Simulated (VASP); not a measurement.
# Ge in VASP: a series of runs, part 2 of 2

VASP 6.6.1. The steps go on from the part before.

## 3. Single point, LDA (atoms displaced along a vibrational mode)

File INCAR:

```
SYSTEM = Ge
PREC = Accurate ; ENCUT = 520
EDIFF = 1E-6 ; ISMEAR = 0
SIGMA = 0.15 ; LREAL = .FALSE.
LASPH = .TRUE. ; NELM = 60
ALGO = Normal ; ISIF = 2
LWAVE = .FALSE. ; LCHARG = .TRUE.
GGA = CA ; LELF = .TRUE.
LVHAR = .TRUE. ; NBANDS = 21
```

File KPOINTS:

```
Automatic mesh
0
G
  14 14 14
  0 0 0
```

File POSCAR:

```
Ge
1.0
    0.0000000000      2.8107124513      2.8107124513
    2.8107124513      0.0000000000      2.8107124513
    2.8107124513      2.8107124513      0.0000000000
Ge
2
Direct
    0.5058348196      0.4941651804      0.4941651804
    0.7441651804      0.7558348196      0.7558348196
```

Potentials or basis: VASP PAW LDA potentials, release 64 (Ge_d).

On the command line:

```bash
$ cat potpaw_LDA.64/Ge_d/POTCAR > POTCAR
$ mpirun -np 1 vasp_std > vasp.out
```

Run time: 5.5 min. Hardware: 1 thread of Intel Xeon 8259CL, shared host; peak memory 0.4 GiB.

It converged, with:

```
Free energy            : -10.3677 eV
Pressure               : 0.4 GPa
Largest force          : 0.739 eV/Å
Band gap on the k mesh : zero (bands 14 and 15 overlap by 0.15 eV)
```

Forces on the atoms (eV/Å):
```
Ge   0.739  0.000  0.000
Ge  -0.739  0.000  0.000
```

Stress tensor (GPa, compression positive):
```
 0.32  0.00  0.00
 0.00  0.48 -2.10
 0.00 -2.10  0.48
```

Levels at points of the mesh, in eV from the Fermi level:
```tsv
k point	band 10	band 11	band 12	band 13	band 14	band 15	band 16	band 17	band 18	band 19
(0.00, 0.00, 0.00)	-24.81	-13.07	-0.42	-0.10	-0.08	0.20	2.19	2.41	2.67	6.14
(0.50, 0.00, 0.00)	-24.78	-11.01	-7.65	-1.73	-1.39	-0.08	3.34	3.80	6.81	10.60
(0.00, 0.50, 0.00)	-24.77	-10.85	-8.03	-1.68	-1.36	0.11	3.44	3.91	6.92	10.22
(0.50, 0.50, 0.00)	-24.76	-9.12	-9.12	-3.24	-3.24	0.53	0.53	9.47	9.47	11.49
(0.00, 0.50, 0.50)	-24.76	-9.34	-8.87	-3.35	-3.16	0.34	0.72	9.31	9.62	11.25
```

Caveat: the cell differs from its parent crystal (atoms displaced along a vibrational mode); semilocal functionals underestimate gaps, and a narrow one can read as zero.

## 4. Single point, LDA (atoms displaced along several vibrational modes)

File INCAR:

```
SYSTEM = Ge
PREC = Accurate
ENCUT = 520
EDIFF = 1E-6
ISMEAR = 0
SIGMA = 0.15
LREAL = .FALSE.
LASPH = .TRUE.
NELM = 60
ALGO = Normal
ISIF = 2
LWAVE = .FALSE.
LCHARG = .FALSE.
GGA = CA
NBANDS = 21
```

KPOINTS is that of step 3.

File POSCAR:

```
Ge
1.0
    0.0000000000      2.8107124513      2.8107124513
    2.8107124513      0.0000000000      2.8107124513
    2.8107124513      2.8107124513      0.0000000000
Ge
2
Direct
    0.5000000000      0.5000000000      0.4941651804
    0.7500000000      0.7500000000      0.7558348196
```

Potentials or basis: VASP PAW LDA potentials, release 64 (Ge_d).

On the command line:

```bash
$ cat potpaw_LDA.64/Ge_d/POTCAR > POTCAR
$ mpirun -np 1 vasp_std > vasp.out
```

OUTCAR:

```text
SYSTEM = Ge
   PREC = Accurate
   ENCUT = 520
   EDIFF = 1E-6
   ISMEAR = 0
   LREAL = .FALSE.
   LASPH = .TRUE.
   NELM = 60
   ISIF = 2
   GGA = CA

 ion  position               nearest neighbor table
   1  0.500  0.500  0.494-   2 2.40   2 2.43   2 2.43   2 2.47
   2  0.750  0.750  0.756-   1 2.40   1 2.43   1 2.43   1 2.47

  LATTYP: Found a face centered cubic cell.
 ALAT       =     5.6214249026

  Lattice vectors:

 A1 = (   0.0000000000,   2.8107124513,   2.8107124513)
 A2 = (   2.8107124513,   0.0000000000,   2.8107124513)
 A3 = (   2.8107124513,   2.8107124513,   0.0000000000)

Analysis of symmetry for initial positions (statically):
=====================================================================
 Subroutine PRICEL returns:
 Original cell was already a primitive cell.

 Routine SETGRP: Setting up the symmetry group for a
 face centered cubic supercell.

 Subroutine GETGRP returns: Found  4 space group operations
 (whereof  2 operations were pure point group operations)
 out of a pool of 48 trial point group operations.

The static configuration has the point symmetry C_1h.
 The point group associated with its full space group is C_2h.
[... 159 lines left out ...]
  free energy    TOTEN  =       -10.37983093 eV

  energy without entropy =      -10.37910436  energy(sigma->0) =      -10.37946765

 E-fermi :   5.0013     XC(G=0): -10.3804

 val. band max:        4.9832156567   @ k =   0.4286   0.4286   0.4286
 cond. band min:       5.0369214810   @ k =   0.5000   0.0000   0.0000
 fundamental gap:      0.0537058243
 Fermi energy:         5.0013016289

 k-point     1 :       0.0000    0.0000    0.0000
  band No.  band energies     occupation
      1     -20.0694      2.00000
      2     -20.0563      2.00000
      3     -20.0470      2.00000
      4     -20.0194      2.00000
      5     -20.0189      2.00000
      6     -19.8027      2.00000
[... 565 lines left out ...]
     20      13.3244      0.00000
     21      14.6048      0.00000

 [... further k-points ...]

------------------------ aborting loop because EDIFF is reached ----------------------------------------

  FORCE on cell =-STRESS in cart. coord.  units (eV):
  Direction    XX          YY          ZZ          XY          YZ          ZX
  --------------------------------------------------------------------------------------
  -------------------------------------------------------------------------------------
  Total        0.0942052      0.0942052      0.1040390      0.0196997     -0.2906672     -0.2906672
  in kB        3.3986483      3.3986483      3.7534229      0.7107078    -10.4864230    -10.4864243
  external PRESSURE =       3.5169065 kB  Pullay stress =       0.0000000 kB

 VOLUME and BASIS-vectors are now :
 -----------------------------------------------------------------------------
  energy-cutoff  :      520.00
  volume of cell :       44.41
      direct lattice vectors                 reciprocal lattice vectors
     0.000000000  2.810712451  2.810712451    -0.177890840  0.177890840  0.177890840
     2.810712451  0.000000000  2.810712451     0.177890840 -0.177890840  0.177890840
     2.810712451  2.810712451  0.000000000     0.177890840  0.177890840 -0.177890840

 POSITION                                       TOTAL-FORCE (eV/Angst)
 -----------------------------------------------------------------------------------
      2.79431      2.79431      2.81071         0.371518      0.371518     -0.034963
      4.23247      4.23247      4.21607        -0.371518     -0.371518      0.034963
 -----------------------------------------------------------------------------------
    total drift:                               -0.000000      0.000000      0.000000

  FREE ENERGIE OF THE ION-ELECTRON SYSTEM (eV)
  ---------------------------------------------------
  free  energy   TOTEN  =       -10.3798309342 eV

  energy  without entropy=      -10.3791043647  energy(sigma->0) =      -10.37946765
```

Run time: 8.4 min. Hardware: 1 thread of Intel Xeon 8259CL, shared host; peak memory 0.6 GiB.

What came out:

```
Free energy            : -10.3798 eV
Pressure               : 0.4 GPa
Largest force          : 0.527 eV/Å
Band gap on the k mesh : zero (bands 14 and 15 overlap by 0.03 eV)
```

Forces on the atoms (eV/Å):
```
Ge   0.372  0.372 -0.035
Ge  -0.372 -0.372  0.035
```

Caveat: the cell differs from its parent crystal (atoms displaced along several vibrational modes); semilocal functionals underestimate gaps, and a narrow one can read as zero.

## 5. Overview

```tsv
cell	gap on the mesh (eV)	pressure (GPa)	largest force (eV/Å)
as given, atomic positions A	none	0.5	0.83
as given, atomic positions B	none	0.4	0.74
as given, atomic positions C	none	0.4	0.53
```

Alike in all rows: task single point; level LDA; potentials or basis VASP PAW LDA potentials, release 64 (Ge_d); no spin polarisation; k mesh 14 × 14 × 14; cutoff (eV) 520; smearing gaussian 0.15 eV.

Caveats: semilocal functionals underestimate gaps, and a narrow one can read as zero.

Absolute energies hang on the potentials; compare differences alone.

The gap in the log of VASP goes by the Fermi energy; the results here count the filled bands.